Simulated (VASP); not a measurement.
# AlCo (NiAs type) (P6_3/mmc) in VASP: single point with PBE

Aim: the single point of AlCo (NiAs type) with PBE.

All numbers are computed with VASP 6.6.1; they aren't measurements. Logs are shortened: lines on timing, memory, paths and dates and some standing lists are left out, and cuts for length are marked.

## Step 1: The cell of the first run

Symmetry: P6_3/mmc, No. 194, hexagonal system. Conventional cell: a = 2.603 Å, b = 2.603 Å, c = 7.375 Å, α = 90.00°, β = 90.00°, γ = 120.00°. Co (site symmetry -3m) has 6 Al at 2.38 Å and 6 Co at 2.60 Å within 3.1 Å. Al (site symmetry -6m2) has 6 Co at 2.38 Å and 6 Al at 2.60 Å within 3.1 Å.

## Step 2: Single point, PBE

Contents of INCAR:

```
PREC     = Accurate       # precision mode
ENCUT    = 520            # plane-wave cutoff, eV
EDIFF    = 1E-6           # SCF threshold, eV
ISMEAR   = -1             # smearing method
SIGMA    = 0.08           # smearing width, eV
LREAL    = F              # projectors in reciprocal space
LASPH    = T              # aspherical terms in the spheres
NELM     = 100            # most SCF steps
ALGO     = Normal         # electronic algorithm
ISIF     = 2              # what is computed and relaxed
LWAVE    = F              # write WAVECAR
LCHARG   = F              # write CHGCAR
GGA      = PE             # functional
NBANDS   = 20             # bands
```

Contents of KPOINTS:

```
Automatic mesh
0
Gamma
  11 11 6
```

Contents of POSCAR:

```
AlCo
1.0
    2.6030068872      0.0000000000      0.0000000000
   -1.3015034436      2.2542700905      0.0000000000
    0.0000000000      0.0000000000      7.3750451087
Co Al
2 2
Direct
    0.0000000000      0.0000000000      0.0000000000
    0.0000000000      0.0000000000      0.5000000000
    0.3333333333      0.6666666667      0.2500000000
    0.6666666667      0.3333333333      0.7500000000
```

Potentials or basis: VASP PAW PBE potentials, release 64 (Co, Al).

Command:

```console
$ cat potpaw_PBE.64/Co/POTCAR potpaw_PBE.64/Al/POTCAR > POTCAR
$ mpirun -np 1 vasp_std > vasp.out
```

OUTCAR:

```text
PREC = Accurate
   ENCUT = 520
   EDIFF = 1E-6
   ISMEAR = -1
   LREAL = F
   LASPH = T
   NELM = 100
   ISIF = 2
   GGA = PE

 ion  position               nearest neighbor table
   1  0.000  0.000  0.000-   3 2.38   4 2.38   3 2.38   4 2.38   4 2.38   3 2.38
   2  0.000  0.000  0.500-   3 2.38   4 2.38   3 2.38   4 2.38   4 2.38   3 2.38
   3  0.333  0.667  0.250-   1 2.38   2 2.38   1 2.38   2 2.38   1 2.38   2 2.38
   4  0.667  0.333  0.750-   1 2.38   2 2.38   1 2.38   2 2.38   1 2.38   2 2.38

  LATTYP: Found a hexagonal cell.
 ALAT       =     2.6030068872
 C/A-ratio  =     2.8332791377

  Lattice vectors:

 A1 = (   2.6030068872,   0.0000000000,   0.0000000000)
 A2 = (  -1.3015034436,   2.2542700905,   0.0000000000)
 A3 = (   0.0000000000,   0.0000000000,   7.3750451087)

Analysis of symmetry for initial positions (statically):
=====================================================================
 Subroutine PRICEL returns:
 Original cell was already a primitive cell.

 Routine SETGRP: Setting up the symmetry group for a
 hexagonal supercell.

 Subroutine GETGRP returns: Found 24 space group operations
 (whereof 12 operations were pure point group operations)
 out of a pool of 24 trial point group operations.

The static configuration has the point symmetry D_3d.
 The point group associated with its full space group is D_6h.

Analysis of symmetry for dynamics (positions and initial velocities):
=====================================================================
 Subroutine PRICEL returns:
 Original cell was already a primitive cell.

 Routine SETGRP: Setting up the symmetry group for a
 hexagonal supercell.

 Subroutine GETGRP returns: Found 24 space group operations
 (whereof 12 operations were pure point group operations)
 out of a pool of 24 trial point group operations.

The dynamic configuration has the point symmetry D_3d.
 The point group associated with its full space group is D_6h.

 Subroutine INISYM returns: Found 24 space group operations
 (whereof 12 operations are pure point group operations),
 and found     1 'primitive' translations

----------------------------------------------------------------------------------------

                                     Primitive cell

  volume of cell :      43.2759

  direct lattice vectors                    reciprocal lattice vectors
     2.603006887  0.000000000  0.000000000     0.384171093  0.221801284  0.000000000
    -1.301503444  2.254270090  0.000000000     0.000000000  0.443602568  0.000000000
     0.000000000  0.000000000  7.375045109     0.000000000  0.000000000  0.135592391

  length of vectors
     2.603006887  2.603006887  7.375045109     0.443602568  0.443602568  0.135592391

  position of ions in fractional coordinates (direct lattice)
     0.000000000  0.000000000  0.000000000
     0.000000000  0.000000000  0.500000000
     0.333333333  0.666666667  0.250000000
     0.666666667  0.333333333  0.750000000

  ion indices of the primitive-cell ions
   primitive index   ion index
                 1           1
                 2           2
                 3           3
                 4           4

----------------------------------------------------------------------------------------

 KPOINTS: Automatic mesh

Automatic generation of k-mesh.
 Grid dimensions read from file:
 generate k-points for:   11   11    6

 Generating k-lattice:

  Cartesian coordinates                     Fractional coordinates (reciprocal lattice)
     0.034924645  0.020163753  0.000000000     0.090909091  0.000000000  0.000000000
     0.000000000  0.040327506  0.000000000     0.000000000  0.090909091  0.000000000
     0.000000000  0.000000000  0.022598732     0.000000000  0.000000000  0.166666667

  Length of vectors
     0.040327506  0.040327506  0.022598732

  Shift w.r.t. Gamma in fractional coordinates (k-lattice)
     0.000000000  0.000000000  0.000000000

 Subroutine IBZKPT returns following result:
 ===========================================

 Found     64 irreducible k-points:

 Following reciprocal coordinates:
            Coordinates               Weight
  0.000000  0.000000  0.000000      1.000000
  0.090909  0.000000  0.000000      6.000000
  0.181818  0.000000  0.000000      6.000000
  0.272727  0.000000  0.000000      6.000000
  0.363636  0.000000  0.000000      6.000000
  0.454545  0.000000  0.000000      6.000000
[... 16 lines left out ...]
  0.090909  0.090909  0.166667     12.000000
  0.181818  0.090909  0.166667     24.000000
 [... further k-points ...]
   k-points           NKPTS =     64   k-points in BZ     NKDIM =     64   number of bands    NBANDS=     20
   number of dos      NEDOS =    301   number of ions     NIONS =      4
   total plane-waves  NPLWV =  22400
   dimension x,y,z NGX =    20 NGY =   20 NGZ =   56
   dimension x,y,z NGXF=    40 NGYF=   40 NGZF=  112
   ions per type =               2   2
   NGX,Y,Z   is equivalent  to a cutoff of  12.77, 12.77, 12.62 a.u.
   NGXF,Y,Z  is equivalent  to a cutoff of  25.55, 25.55, 25.25 a.u.
 SYSTEM =  unknown system
   PREC   = accura    normal or accurate (medium, high low for compatibility)
   ISTART =      0    job   : 0-new  1-cont  2-samecut
   ICHARG =      2    charge: 1-file 2-atom 10-const
   ISPIN  =      1    spin polarized calculation?
   LNONCOLLINEAR =      F non collinear calculations
   LSORBIT =      F    spin-orbit coupling
   LASPH  =      T    aspherical Exc in radial PAW
   ENCUT  =  520.0 eV  38.22 Ry    6.18 a.u.   4.84  4.84 13.71*2*pi/ulx,y,z
   NELM   =    100;   NELMIN=  2; NELMDL= -5     # of ELM steps
   EDIFF  = 0.1E-05   stopping-criterion for ELM
   LREAL  =      F    real-space projection
   EDIFFG = 0.1E-04   stopping-criterion for IOM
   NSW    =      0    number of steps for IOM
   IBRION =     -1    ionic relax: 0-MD 1-quasi-New 2-CG
   NFREE  =      0    steps in history (QN), initial steepest desc. (CG)
   ISIF   =      2    stress and relaxation
   ISYM   =      2    0-nonsym 1-usesym 2-fastsym
   POTIM  = 0.5000    time-step for ionic-motion
   TEBEG  =    0.0;   TEEND  =   0.0 temperature during run
   PSTRESS=    0.0 pullay stress
   NELECT =      24.0000    total number of electrons
   NUPDOWN=      -1.0000    fix difference up-down
   EMIN   =  10.00;   EMAX   =-10.00  energy-range for DOS
   EFERMI =   0.00;   METHOD = LEGACY
   ISMEAR =    -1;   SIGMA  =   0.08  broadening in eV -4-tet -1-fermi 0-gaus
   EFERMI_NEDOS =   21; number of points for ismear=-14 and -15
   IALGO  =     38    algorithm
   IMIX   =      4    mixing-type and parameters
     AMIX     =   0.40;   BMIX     =  1.00
     AMIX_MAG =   1.60;   BMIX_MAG =  1.00
  volume/ion in A,a.u.               =      10.82        73.01
  Fermi-wavevector in a.u.,A,eV,Ry     =   1.345024  2.541726 24.614146  1.809089
  Thomas-Fermi vector in A             =   2.472970
   LORBIT       =      0    0 simple, 1 ext, 2 COOP (PROOUT), +10 PAW based schemes
   GGA     = PE    functional components
   LHFCALC =     F    Hartree Fock is set to
   AEXX    =    0.0000 exact exchange contribution
   IVDW    =     0    specifies the selected vdW correction
   LEPSILON=     F    determine dielectric tensor
   LRPA    =     F    only Hartree local field effects (RPA)
 non-spin polarized calculation
  energy-cutoff  :      520.00
  volume of cell :       43.28
 maximum number of plane-waves:      1186
 NGX is ok and might be reduce to    20
   NGX =  9   NGY =  9   NGZ = 27

 number of electron      23.9999995 magnetization

 Free energy of the ion-electron system (eV)
  ---------------------------------------------------
  ext. energy  EPLUGINS =         0.00000000
  ---------------------------------------------------
  free energy    TOTEN  =       -22.49354823 eV

  energy without entropy =      -22.42754815  energy(sigma->0) =      -22.46054819

 E-fermi :  11.3452     XC(G=0): -12.5977

 val. band max:       11.3167557375   @ k =   0.2727   0.0000   0.5000
 cond. band min:      11.3465632056   @ k =   0.0909   0.0909   0.3333
 fundamental gap:      0.0298074681
 Fermi energy:        11.3452325237

 k-point     1 :       0.0000    0.0000    0.0000
  band No.  band energies     occupation
      1      -0.2179      2.00000
      2       1.7245      2.00000
      3       3.7460      2.00000
      4       7.5610      2.00000
      5       9.3121      2.00000
      6       9.7732      2.00000
[... 12 lines left out ...]
     19      26.8922      0.00000
     20      26.8922      0.00000

 k-point     2 :       0.0909    0.0000    0.0000
  band No.  band energies     occupation
      1       0.0269      2.00000
      2       1.9278      2.00000
      3       4.0039      2.00000
      4       7.7144      2.00000
      5       9.3671      2.00000
      6       9.4167      2.00000
[... 12 lines left out ...]
     19      24.5643      0.00000
     20      25.9331      0.00000

 k-point     3 :       0.1818    0.0000    0.0000
  band No.  band energies     occupation
      1       0.7505      2.00000
      2       2.5272      2.00000
      3       4.7522      2.00000
      4       8.0970      2.00000
      5       8.8716      2.00000
      6       9.3626      2.00000
[... 12 lines left out ...]
     19      23.1030      0.00000
     20      24.7211      0.00000

 k-point     4 :       0.2727    0.0000    0.0000
  band No.  band energies     occupation
      1       1.9181      2.00000
      2       3.4857      2.00000
      3       5.8843      2.00000
      4       8.3895      2.00000
      5       8.4677      2.00000
      6       9.1076      2.00000
[... 12 lines left out ...]
     19      21.8454      0.00000
     20      23.0119      0.00000

 k-point     5 :       0.3636    0.0000    0.0000
  band No.  band energies     occupation
      1       3.4559      2.00000
      2       4.7142      2.00000
      3       7.0266      2.00000
      4       8.2102      2.00000
      5       8.2511      2.00000
      6       8.8589      2.00000
[... 12 lines left out ...]
     19      20.9115      0.00000
     20      22.6598      0.00000

 k-point     6 :       0.4545    0.0000    0.0000
  band No.  band energies     occupation
      1       5.1304      2.00000
      2       5.9404      2.00000
      3       7.4397      2.00000
      4       7.4702      2.00000
      5       8.2024      2.00000
      6       8.3638      2.00000
[... 12 lines left out ...]
     19      20.3995      0.00000
     20      21.0460      0.00000

 k-point     7 :       0.0909    0.0909    0.0000
  band No.  band energies     occupation
      1       0.5112      2.00000
      2       2.3293      2.00000
      3       4.5082      2.00000
      4       7.9886      2.00000
      5       9.0113      2.00000
      6       9.4344      2.00000
[... 12 lines left out ...]
     19      23.6398      0.00000
     20      24.1691      0.00000
[... 277 lines left out ...]
 k-point    20 :       0.2727    0.0000    0.1667
  band No.  band energies     occupation
      1       1.9864      2.00000
      2       3.2983      2.00000
      3       6.1292      2.00000
      4       8.1638      2.00000
      5       8.6182      2.00000
      6       9.1061      2.00000
[... 12 lines left out ...]
     19      21.9352      0.00000
     20      22.8222      0.00000

 k-point    21 :       0.3636    0.0000    0.1667
  band No.  band energies     occupation
      1       3.5171      2.00000
      2       4.5885      2.00000
      3       7.1126      2.00000
      4       8.0049      2.00000
      5       8.4178      2.00000
      6       8.9172      2.00000
[... 12 lines left out ...]
     19      21.0081      0.00000
     20      22.2849      0.00000

 k-point    22 :       0.4545    0.0000    0.1667
  band No.  band energies     occupation
      1       5.1906      2.00000
      2       5.9143      2.00000
      3       7.2873      2.00000
      4       7.3554      2.00000
      5       8.3267      2.00000
      6       8.4474      2.00000
[... 12 lines left out ...]
     19      20.4997      0.00000
     20      21.2119      0.00000

 k-point    23 :       0.0909    0.0909    0.1667
  band No.  band energies     occupation
      1       0.5852      2.00000
      2       2.0844      2.00000
      3       4.8500      2.00000
      4       7.7901      2.00000
      5       9.0433      2.00000
      6       9.4044      2.00000
[... 12 lines left out ...]
     19      23.5420      0.00000
     20      23.7684      0.00000

 k-point    24 :       0.1818    0.0909    0.1667
  band No.  band energies     occupation
      1       1.5281      2.00000
      2       2.9042      2.00000
      3       5.7431      2.00000
      4       8.1606      2.00000
      5       8.7322      2.00000
      6       9.1070      2.00000
[... 12 lines left out ...]
     19      22.0108      0.00000
     20      23.1853      0.00000

 [... further k-points ...]
[... 5 lines left out ...]
  --------------------------------------------------------------------------------------
  -------------------------------------------------------------------------------------
  Total        6.7551765      6.7551765      6.6357577      0.0000000      0.0000000      0.0000000
  in kB      250.0928851    250.0928851    245.6717127      0.0000000      0.0000000      0.0000000
  external PRESSURE =     248.6191610 kB  Pullay stress =       0.0000000 kB

 VOLUME and BASIS-vectors are now :
 -----------------------------------------------------------------------------
  energy-cutoff  :      520.00
  volume of cell :       43.28
      direct lattice vectors                 reciprocal lattice vectors
     2.603006887  0.000000000  0.000000000     0.384171093  0.221801284  0.000000000
    -1.301503444  2.254270090  0.000000000     0.000000000  0.443602568  0.000000000
     0.000000000  0.000000000  7.375045109     0.000000000  0.000000000  0.135592391

 POSITION                                       TOTAL-FORCE (eV/Angst)
 -----------------------------------------------------------------------------------
      0.00000      0.00000      0.00000         0.000000      0.000000      0.000000
      0.00000      0.00000      3.68752         0.000000      0.000000      0.000000
     -0.00000      1.50285      1.84376        -0.000000      0.000000      0.000000
      1.30150      0.75142      5.53128         0.000000      0.000000      0.000000
 -----------------------------------------------------------------------------------
    total drift:                               -0.000000      0.000000      0.000000

  FREE ENERGIE OF THE ION-ELECTRON SYSTEM (eV)
  ---------------------------------------------------
  free  energy   TOTEN  =       -22.4935482318 eV

  energy  without entropy=      -22.4275481485  energy(sigma->0) =      -22.46054819
```

It took 41 s on 1 thread of Intel Xeon Platinum 8375C at 2.90GHz (Ice Lake), shared host; peak memory 0.19 GiB.

Results:

```
Free energy            : -22.4935 eV
Pressure               : 24.9 GPa
Band gap on the k mesh : zero (band 12 reaches 12.15 eV, above the bottom of band 13 at 10.61 eV)
```

Stress tensor (GPa, compression positive):
```
25.01  0.00  0.00
 0.00 25.01  0.00
 0.00  0.00 24.57
```
